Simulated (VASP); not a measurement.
A run of VASP 6.6.1:

The input INCAR:

```
SYSTEM = Tc3Pb
PREC = Accurate
ENCUT = 520
EDIFF = 1E-6
ISMEAR = 1
SIGMA = 0.05
LREAL = .FALSE.
LASPH = .TRUE.
NELM = 100
ALGO = Normal
ISIF = 2
LWAVE = .FALSE.
LCHARG = .TRUE.
LELF = .TRUE.
LVHAR = .TRUE.
NBANDS = 34
```

The input KPOINTS:

```
regular mesh
0
G
  6 6 6
  0 0 0
```

POSCAR

```
Tc3Pb
1.0
    0.0000000000      3.1507741361      3.1507741361
    3.1507741361      0.0000000000      3.1507741361
    3.1507741361      3.1507741361      0.0000000000
Pb Tc
1 3
Direct
    0.0000000000      0.0000000000      0.0000000000
    0.5000000000      0.5000000000      0.5000000000
    0.2500000000      0.2500000000      0.2500000000
    0.7500000000      0.7500000000      0.7500000000
```

Potentials or basis: VASP PAW LDA potentials, release 64 (Pb_d, Tc_pv).

Run with:

```console
$ cat potpaw_LDA.64/Pb_d/POTCAR potpaw_LDA.64/Tc_pv/POTCAR > POTCAR
$ mpirun -np 1 vasp_std > vasp.out
```

Hardware: 1 thread of Intel(R) Xeon(R) Platinum 8488C (Sapphire Rapids) (shared host).

Task: Estimate the wall time of this run.

Result: It took 25 s on 1 thread of Intel(R) Xeon(R) Platinum 8488C (Sapphire Rapids) (shared host), peak memory 0.18 GiB. Counts: scf iterations 14, k points 16.
